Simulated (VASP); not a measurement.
A run of VASP 6.6.1 is set up as follows.

The input INCAR:

```
ALGO = Normal ; EDIFF = 1E-6
ENCUT = 520 ; GGA = PE
ISIF = 2 ; ISMEAR = 0
LASPH = True ; LCHARG = True
LELF = True ; LREAL = False
LVHAR = True ; LWAVE = False
NBANDS = 20 ; NELM = 80
PREC = Accurate ; SIGMA = 0.05
```

KPOINTS

```
k-points
0
Gamma
  12 12 2
```

The input POSCAR:

```
Te2Mo
1.0
    3.7969601480      0.0000000000      0.0000000000
   -1.8984800741      3.2882639454      0.0000000000
    0.0000000000      0.0000000000     16.5851219267
Te Mo
2 1
Direct
    0.3333333333      0.6666666667      0.8967969900
    0.3333333333      0.6666666667      0.1032030100
    0.0000000000      0.0000000000      0.0000000000
```

Potentials or basis: VASP PAW PBE potentials, release 64 (Te, Mo_sv).

Command:

```sh
$ cat potpaw_PBE.64/Te/POTCAR potpaw_PBE.64/Mo_sv/POTCAR > POTCAR
$ mpirun -np 1 vasp_std > vasp.out
```

Q: What does it give for the largest force?

A: 0.234 eV/Å.

Q: Estimate the band gap on the k mesh.

A: 0.38 eV, indirect (least direct gap 0.66 eV).

Forces on the atoms (eV/Å):
```
Te   0.000  0.000 -0.234
Te   0.000  0.000  0.234
Mo   0.000  0.000  0.000
```

Caveat: spin-orbit coupling is left out, which moves the levels of the heavy elements.
